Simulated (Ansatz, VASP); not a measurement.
# Two plane-wave programs on Ni

```xyz
2
Lattice="1.7322 1.7322 0.0000 -1.7322 1.7322 0.0000 0.0000 0.0000 3.4643" Properties=species:S:1:pos:R:3 pbc="T T T"
Ni    0.0000    0.0000    0.0000
Ni    0.0000    1.7322    1.7322
```

Alike in both runs: task single point; functional PBEsol; k mesh 17 × 17 × 12; occupations fermi-dirac, width 0.1 eV; collinear spin.

|  | VASP | Ansatz |
| --- | --- | --- |
| version | VASP 6.6.1 | Ansatz 0.2.0 |
| potentials or method | VASP PAW PBE potentials, release 64 (Ni) | PAW with Ansatz's default frozen-core files, scalar-relativistic |
| plane-wave cutoff (eV) | 520 | 420 |
| valence electrons in the cell | 20 | 36 |

Ansatz gave:

- pressure (GPa): 0.1
- net moment per atom (μB): 0.61
- size of the moment on the site where the two differ most (μB): 0.65

Q: Which values does VASP return?

A: Pressure (GPa): 0.0; net moment per atom (μB): 0.60; size of the moment on the site where the two differ most (μB): 0.60.

VASP's potentials were made for PBE, not for PBEsol. Site moments also hang on the region over which each program counts them. The functional is the same, so the differences come from potentials, cutoffs and numerics. VASP's potentials hold 20 valence electrons a cell and Ansatz's 36, so a difference there can come from the potentials and not from the codes.
